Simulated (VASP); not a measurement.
# TaN (Fm-3m) in VASP: notebook

Runs on TaN. Level: r2SCAN. Tasks: single point.

All numbers are computed with VASP 6.6.1; they aren't measurements. Logs are shortened: lines on timing, memory, paths and dates and some standing lists are left out, and cuts for length are marked.

## 1. The cell of the first run

The structure is cubic, space group Fm-3m (No. 225). The conventional cell has a = 4.397 Å, b = 4.397 Å, c = 4.397 Å, α = 90.00°, β = 90.00°, γ = 90.00°. Within 2.9 Å of Ta (site symmetry m-3m) lie 6 N at 2.20 Å. Within 2.9 Å of N (site symmetry m-3m) lie 6 Ta at 2.20 Å.

## 2. Single point, r2SCAN

The input, POSCAR:

```
TaN
1.0
    4.3965326308      0.0000000000      0.0000000000
   -2.1982663154      4.9154729139      0.0000000000
    0.0000000000     -2.9492837483      0.9830945828
Ta N
1 1
Direct
    0.5000000000      0.0000000000      0.0000000000
    0.0000000000      0.0000000000      0.0000000000
```

The input, INCAR.step1:

```
SYSTEM = TaN
PREC = Accurate
ENCUT = 520
ISMEAR = 0
SIGMA = 0.1
LREAL = .FALSE.
LASPH = .TRUE.
NELM = 60
NBANDS = 15
ISYM = 0
GGA = PE
ALGO = Normal
EDIFF = 1E-4
LWAVE = .TRUE.
LCHARG = .FALSE.
```

The input, INCAR.step2:

```
SYSTEM = TaN
PREC = Accurate
ENCUT = 520
EDIFF = 1E-6
ISMEAR = 0
SIGMA = 0.1
LREAL = .FALSE.
LASPH = .TRUE.
NELM = 60
ALGO = Normal
ISIF = 2
LWAVE = .FALSE.
LCHARG = .FALSE.
METAGGA = R2SCAN
LMIXTAU = .TRUE.
NBANDS = 15
ISYM = 0
ISTART = 1
```

The input, KPOINTS:

```
Automatic mesh
0
G
  9 7 34
  0 0 0
```

Potentials or basis: VASP PAW PBE potentials, release 64 (Ta_pv, N).

The run is started by

```
cat potpaw_PBE.64/Ta_pv/POTCAR potpaw_PBE.64/N/POTCAR > POTCAR
cp INCAR.step1 INCAR
mpirun -np 1 vasp_std > vasp.out
cp INCAR.step2 INCAR
mpirun -np 1 vasp_std > vasp.out
```

OUTCAR:

```text
SYSTEM = TaN
   PREC = Accurate
   ENCUT = 520
   EDIFF = 1E-6
   ISMEAR = 0
   LREAL = .FALSE.
   LASPH = .TRUE.
   NELM = 60
   ISIF = 2
   METAGGA = R2SCAN
   ISYM = 0
   ISTART = 1

 ion  position               nearest neighbor table
   1  0.500  0.000  0.000-   2 2.20   2 2.20   2 2.20   2 2.20
   2  0.000  0.000  0.000-   1 2.20   1 2.20   1 2.20   1 2.20

IMPORTANT INFORMATION: All symmetrisations will be switched off!
NOSYMM: (Re-)initialisation of all symmetry stuff for point group C_1.

----------------------------------------------------------------------------------------

                                     Primitive cell

  volume of cell :      21.2457

  direct lattice vectors                    reciprocal lattice vectors
     4.396532631  0.000000000  0.000000000     0.227451968  0.101719612  0.305158837
    -2.198266315  4.915472914  0.000000000     0.000000000  0.203439225  0.610317675
     0.000000000 -2.949283748  0.983094583     0.000000000  0.000000000  1.017196125

  length of vectors
     4.396532631  5.384630791  3.108818037     0.393958365  0.643331316  1.017196125

  position of ions in fractional coordinates (direct lattice)
     0.500000000  0.000000000  0.000000000
     0.000000000  0.000000000  0.000000000

  ion indices of the primitive-cell ions
   primitive index   ion index
                 1           1
                 2           2

----------------------------------------------------------------------------------------

 KPOINTS: Automatic mesh

Automatic generation of k-mesh.
 Grid dimensions read from file:
 generate k-points for:    9    7   34

 Generating k-lattice:

  Cartesian coordinates                     Fractional coordinates (reciprocal lattice)
     0.025272441  0.011302179  0.033906537     0.111111111  0.000000000 -0.000000000
     0.000000000  0.029062746  0.087188239     0.000000000  0.142857143 -0.000000000
     0.000000000  0.000000000  0.029917533     0.000000000  0.000000000  0.029411765

  Length of vectors
     0.043773152  0.091904474  0.029917533

  Shift w.r.t. Gamma in fractional coordinates (k-lattice)
     0.000000000  0.000000000  0.000000000

 -----------------------------------------------------------------------------
|                                                                             |
|           W    W    AA    RRRRR   N    N  II  N    N   GGGG   !!!           |
|           W    W   A  A   R    R  NN   N  II  NN   N  G    G  !!!           |
|           W    W  A    A  R    R  N N  N  II  N N  N  G       !!!           |
|           W WW W  AAAAAA  RRRRR   N  N N  II  N  N N  G  GGG   !            |
|           WW  WW  A    A  R   R   N   NN  II  N   NN  G    G                |
|           W    W  A    A  R    R  N    N  II  N    N   GGGG   !!!           |
|                                                                             |
|     Your reciprocal lattice and k-lattice belong to different lattice       |
|     classes:                                                                |
|                                                                             |
|        The reciprocal lattice is body-centered cubic,                       |
|        whereas your k-lattice is triclinic.                                 |
|                                                                             |
|     Results are often still useful ...                                      |
|                                                                             |
 -----------------------------------------------------------------------------

 WARNING: IBZKPT: internal override: KBLOWUP is changed to .FALSE.
      ... skipping the blow-up phase ...

 Subroutine IBZKPT returns following result:
 ===========================================

 Found   1072 irreducible k-points:

 Following reciprocal coordinates:
            Coordinates               Weight
  0.000000  0.000000  0.000000      1.000000
  0.111111  0.000000  0.000000      2.000000
  0.222222  0.000000  0.000000      2.000000
  0.333333  0.000000  0.000000      2.000000
  0.444444  0.000000  0.000000      2.000000
  0.000000  0.142857  0.000000      2.000000
[... 16 lines left out ...]
 -0.111111  0.285714 -0.000000      2.000000
  0.000000  0.428571  0.000000      2.000000
 [... further k-points ...]
   k-points           NKPTS =   1072   k-points in BZ     NKDIM =   1072   number of bands    NBANDS=     15
   number of dos      NEDOS =    301   number of ions     NIONS =      2
   total plane-waves  NPLWV =  34560
   dimension x,y,z NGX =    36 NGY =   40 NGZ =   24
   dimension x,y,z NGXF=    72 NGYF=   80 NGZF=   48
   ions per type =               1   1
   NGX,Y,Z   is equivalent  to a cutoff of  13.61, 12.35, 12.83 a.u.
   NGXF,Y,Z  is equivalent  to a cutoff of  27.23, 24.70, 25.67 a.u.
 SYSTEM =  TaN
   PREC   = accura    normal or accurate (medium, high low for compatibility)
   ISTART =      1    job   : 0-new  1-cont  2-samecut
   ICHARG =      0    charge: 1-file 2-atom 10-const
   ISPIN  =      1    spin polarized calculation?
   LNONCOLLINEAR =      F non collinear calculations
   LSORBIT =      F    spin-orbit coupling
   LASPH  =      T    aspherical Exc in radial PAW
   ENCUT  =  520.0 eV  38.22 Ry    6.18 a.u.   8.17 10.01  5.78*2*pi/ulx,y,z
   NELM   =     60;   NELMIN=  2; NELMDL=  0     # of ELM steps
   EDIFF  = 0.1E-05   stopping-criterion for ELM
   LREAL  =      F    real-space projection
   EDIFFG = 0.1E-04   stopping-criterion for IOM
   NSW    =      0    number of steps for IOM
   IBRION =     -1    ionic relax: 0-MD 1-quasi-New 2-CG
   NFREE  =      0    steps in history (QN), initial steepest desc. (CG)
   ISIF   =      2    stress and relaxation
   ISYM   =      0    0-nonsym 1-usesym 2-fastsym
   POTIM  = 0.5000    time-step for ionic-motion
   TEBEG  =    0.0;   TEEND  =   0.0 temperature during run
   PSTRESS=    0.0 pullay stress
   NELECT =      16.0000    total number of electrons
   NUPDOWN=      -1.0000    fix difference up-down
   EMIN   =  10.00;   EMAX   =-10.00  energy-range for DOS
   EFERMI =   0.00;   METHOD = LEGACY
   ISMEAR =     0;   SIGMA  =   0.10  broadening in eV -4-tet -1-fermi 0-gaus
   EFERMI_NEDOS =   21; number of points for ismear=-14 and -15
   IALGO  =     38    algorithm
   IMIX   =      4    mixing-type and parameters
     AMIX     =   0.40;   BMIX     =  1.00
     AMIX_MAG =   1.60;   BMIX_MAG =  1.00
  volume/ion in A,a.u.               =      10.62        71.69
  Fermi-wavevector in a.u.,A,eV,Ry     =   1.489445  2.814643 30.183803  2.218447
  Thomas-Fermi vector in A             =   2.602353
   LORBIT       =      0    0 simple, 1 ext, 2 COOP (PROOUT), +10 PAW based schemes
   METAGGA = R2SCAN    functional components
   LHFCALC =     F    Hartree Fock is set to
   AEXX    =    0.0000 exact exchange contribution
   IVDW    =     0    specifies the selected vdW correction
   LEPSILON=     F    determine dielectric tensor
   LRPA    =     F    only Hartree local field effects (RPA)
 non-spin polarized calculation
 Gauss-broadening in eV      SIGMA  =   0.10
  energy-cutoff  :      520.00
  volume of cell :       21.25
 maximum number of plane-waves:       588
 NGX is ok and might be reduce to    36
   NGX = 17   NGY = 19   NGZ = 11

 number of electron      16.0000001 magnetization

 Free energy of the ion-electron system (eV)
  ---------------------------------------------------
  ext. energy  EPLUGINS =         0.00000000
  ---------------------------------------------------
  free energy    TOTEN  =       -59.62829072 eV

  energy without entropy =      -59.62387257  energy(sigma->0) =      -59.62608165

 E-fermi :   9.6249     XC(G=0): -14.4609

 val. band max:        9.6239336003   @ k =  -0.3333   0.1429   0.0000
 cond. band min:       9.6281299384   @ k =   0.2222  -0.4286   0.2353
 fundamental gap:      0.0041963381
 Fermi energy:         9.6248835585

 k-point     1 :       0.0000    0.0000    0.0000
  band No.  band energies     occupation
      1     -27.5301      2.00000
      2     -27.5261      2.00000
      3     -27.5242      2.00000
      4     -10.3995      2.00000
      5       5.4722      2.00000
      6       5.4742      2.00000
      7       5.4751      2.00000
      8       7.4520      2.00000
      9       7.4532      2.00000
     10       7.4535      2.00000
     11       9.7508      0.07499
     12       9.7561      0.06348
     13      11.4102      0.00000
     14      19.1783      0.00000
     15      19.6099      0.00000

 k-point     2 :       0.1111    0.0000    0.0000
  band No.  band energies     occupation
      1     -27.6383      2.00000
      2     -27.5374      2.00000
      3     -27.5355      2.00000
      4     -10.1014      2.00000
      5       4.1630      2.00000
      6       4.5920      2.00000
      7       4.5946      2.00000
      8       7.8911      2.00000
      9       7.8922      2.00000
     10       7.9486      2.00000
     11      10.8698      0.00000
     12      10.8746      0.00000
     13      12.2790      0.00000
     14      19.1780      0.00000
     15      20.5150      0.00000
[... 365 lines left out ...]
      3     -27.5946      2.00000
      4      -8.1697      2.00000
      5       0.0452      2.00000
      6       1.9744      2.00000
      7       2.6041      2.00000
      8       9.8439      0.00195
      9       9.8587      0.00094
     10      11.6692      0.00000
     11      13.0264      0.00000
     12      16.5285      0.00000
     13      17.1744      0.00000
     14      19.1747      0.00000
     15      21.9655      0.00000

 k-point    24 :       0.0000    0.4286    0.0000
  band No.  band energies     occupation
      1     -28.2214      2.00000
      2     -27.8967      2.00000
      3     -27.7913      2.00000
      4      -8.9419      2.00000
      5       2.4681      2.00000
      6       2.7611      2.00000
      7       3.9281      2.00000
      8       5.8245      2.00000
      9      12.7914      0.00000
     10      12.8391      0.00000
     11      13.0190      0.00000
     12      14.5608      0.00000
     13      17.4865      0.00000
     14      19.1887      0.00000
     15      19.6920      0.00000

 [... further k-points ...]

------------------------ aborting loop because EDIFF is reached ----------------------------------------

  FORCE on cell =-STRESS in cart. coord.  units (eV):
  Direction    XX          YY          ZZ          XY          YZ          ZX
  --------------------------------------------------------------------------------------
  -------------------------------------------------------------------------------------
  Total        0.3135380      0.2562709      0.1804130      0.0025628     -0.0157245      0.0478871
  in kB       23.6444848     19.3258668     13.6052838      0.1932635     -1.1858106      3.6112527
  external PRESSURE =      18.8585451 kB  Pullay stress =       0.0000000 kB

 VOLUME and BASIS-vectors are now :
 -----------------------------------------------------------------------------
  energy-cutoff  :      520.00
  volume of cell :       21.25
      direct lattice vectors                 reciprocal lattice vectors
     4.396532631  0.000000000  0.000000000     0.227451968  0.101719612  0.305158837
    -2.198266315  4.915472914  0.000000000     0.000000000  0.203439225  0.610317675
     0.000000000 -2.949283748  0.983094583     0.000000000  0.000000000  1.017196125

 POSITION                                       TOTAL-FORCE (eV/Angst)
 -----------------------------------------------------------------------------------
      2.19827      0.00000      0.00000         0.000002     -0.000000     -0.000000
      0.00000      0.00000      0.00000        -0.000002      0.000000      0.000000
 -----------------------------------------------------------------------------------
    total drift:                                0.000000      0.000000      0.000000

  FREE ENERGIE OF THE ION-ELECTRON SYSTEM (eV)
  ---------------------------------------------------
  free  energy   TOTEN  =       -59.6282907188 eV

  energy  without entropy=      -59.6238725713  energy(sigma->0) =      -59.62608165
```

Wall time 28 min (1 thread of AMD EPYC 9R45 (Zen 5), shared host); peak memory 0.45 GiB.

The run converged, but its numbers aren't listed here, since they failed a check.

Caveat: the PAW data sets were made with another functional, which shifts forces and pressure a little; spin-orbit coupling is left out, which moves the levels of the heavy elements.

## 3. Single point, r2SCAN

This run uses another cell than the first one, of 9.98 Å³/atom.

The input, POSCAR:

```
TaN
1.0
    0.0000000000      2.1532246769      2.1532246769
    2.1532246769      0.0000000000      2.1532246769
    2.1532246769      2.1532246769      0.0000000000
Ta N
1 1
Direct
    0.5000000000      0.5000000000      0.5000000000
    0.0000000000      0.0000000000      0.0000000000
```

The input, INCAR.step1:

```
ALGO     = Normal         # electronic algorithm
EDIFF    = 1E-5           # SCF threshold, eV
ENCUT    = 770            # plane-wave cutoff, eV
GGA      = PE             # functional
GGA_COMPAT= F            
ISMEAR   = 0              # smearing method
LASPH    = T              # aspherical terms in the spheres
LCHARG   = F              # write CHGCAR
LREAL    = F              # projectors in reciprocal space
LWAVE    = T              # write WAVECAR
NBANDS   = 16             # bands
NELM     = 120            # most SCF steps
PREC     = Accurate       # precision mode
SIGMA    = 0.1            # smearing width, eV
```

The input, INCAR.step2:

```
ALGO     = Normal         # electronic algorithm
EDIFF    = 1E-6           # SCF threshold, eV
ENCUT    = 770            # plane-wave cutoff, eV
GGA_COMPAT= F            
ISIF     = 2              # what is computed and relaxed
ISMEAR   = 0              # smearing method
ISTART   = 1            
LASPH    = T              # aspherical terms in the spheres
LCHARG   = F              # write CHGCAR
LMIXTAU  = T            
LREAL    = F              # projectors in reciprocal space
LWAVE    = F              # write WAVECAR
METAGGA  = R2SCAN         # meta-GGA
NBANDS   = 16             # bands
NELM     = 120            # most SCF steps
PREC     = Accurate       # precision mode
SIGMA    = 0.1            # smearing width, eV
```

The input, KPOINTS:

```
k-points
0
Gamma
  16 16 16
```

Potentials or basis: VASP PAW PBE potentials, release 64 (Ta_sv_GW, N).

The run is started by

```
cat potpaw_PBE.64/Ta_sv_GW/POTCAR potpaw_PBE.64/N/POTCAR > POTCAR
cp INCAR.step1 INCAR
mpirun -np 1 vasp_std > vasp.out
cp INCAR.step2 INCAR
mpirun -np 1 vasp_std > vasp.out
```

It took 2.2 min on 1 thread of Intel Xeon 6975P-C (Granite Rapids), shared host; peak memory 0.24 GiB.

Results (log left out):

- Free energy: -62.1078 eV
- Pressure: 25.2 GPa
- Band gap on the k mesh: zero (bands 9 and 10 overlap by 4.48 eV)

Levels at points of the mesh, in eV from the Fermi level:
```tsv
k point	band 5	band 6	band 7	band 8	band 9	band 10	band 11	band 12	band 13	band 14
(0.00, 0.00, 0.00)	-20.52	-4.34	-4.34	-4.34	-2.33	-2.33	-2.33	0.19	0.19	2.34
(0.50, 0.00, 0.00)	-17.13	-11.36	-8.46	-8.46	2.15	2.15	2.28	4.24	8.56	8.56
(0.50, 0.50, 0.00)	-19.29	-7.20	-6.06	-5.15	-5.15	2.47	3.94	3.94	5.44	8.20
```

Caveat: the cell stands under pressure; the PAW data sets were made with another functional, which shifts forces and pressure a little; spin-orbit coupling is left out, which moves the levels of the heavy elements.

## 4. Single point, r2SCAN

This run uses another cell than the first one, of 10.50 Å³/atom.

The input, POSCAR:

```
TaN
1.0
    0.0000000000      2.1900926495      2.1900926495
    2.1900926495      0.0000000000      2.1900926495
    2.1900926495      2.1900926495      0.0000000000
Ta N
1 1
Direct
    0.5000000000      0.5000000000      0.5000000000
    0.0000000000      0.0000000000      0.0000000000
```

The input, INCAR.step1:

```
SYSTEM = TaN
PREC = Accurate
ENCUT = 770
ISMEAR = 0
SIGMA = 0.1
LREAL = .FALSE.
LASPH = .TRUE.
NELM = 120
NBANDS = 16
GGA = PE
ALGO = Normal
EDIFF = 1E-5
LWAVE = .TRUE.
LCHARG = .FALSE.
GGA_COMPAT = .FALSE.
```

The input, INCAR.step2:

```
SYSTEM = TaN
PREC = Accurate
ENCUT = 770
EDIFF = 1E-6
ISMEAR = 0
SIGMA = 0.1
LREAL = .FALSE.
LASPH = .TRUE.
NELM = 120
ALGO = Normal
ISIF = 2
LWAVE = .FALSE.
LCHARG = .TRUE.
METAGGA = R2SCAN
LMIXTAU = .TRUE.
LELF = .TRUE.
LVHAR = .TRUE.
NBANDS = 16
ISTART = 1
GGA_COMPAT = .FALSE.
```

The input, KPOINTS:

```
regular mesh
0
G
  16 16 16
  0 0 0
```

The run is started by

```
cat potpaw_PBE.64/Ta_sv_GW/POTCAR potpaw_PBE.64/N/POTCAR > POTCAR
cp INCAR.step1 INCAR
mpirun -np 1 vasp_std > vasp.out
cp INCAR.step2 INCAR
mpirun -np 1 vasp_std > vasp.out
```

Run time: 4.4 min. Hardware: 1 thread of Intel Xeon Platinum 8259CL at 2.50GHz (Skylake/Cascade Lake), shared host; peak memory 0.25 GiB.

The run converged. Its results:

| Property | Result |
| --- | --- |
| Free energy | -62.2008 eV |
| Pressure | 4.1 GPa |
| Band gap on the k mesh | zero (bands 9 and 10 overlap by 4.16 eV) |

Levels at points of the mesh, in eV from the Fermi level:
| k point | band 6 | band 7 | band 8 | band 9 | band 10 | band 11 | band 12 | band 13 |
| --- | --- | --- | --- | --- | --- | --- | --- | --- |
| (0.00, 0.00, 0.00) | -4.18 | -4.18 | -4.18 | -2.18 | -2.18 | -2.18 | 0.18 | 0.18 |
| (0.50, 0.00, 0.00) | -10.92 | -8.06 | -8.06 | 1.98 | 1.98 | 2.11 | 4.08 | 7.98 |
| (0.50, 0.50, 0.00) | -7.11 | -5.68 | -5.03 | -5.03 | 2.30 | 3.63 | 3.63 | 4.87 |

Caveat: the cell stands under pressure; the PAW data sets were made with another functional, which shifts forces and pressure a little; spin-orbit coupling is left out, which moves the levels of the heavy elements.

The gap in the log of VASP goes by the Fermi energy; the results here count the filled bands.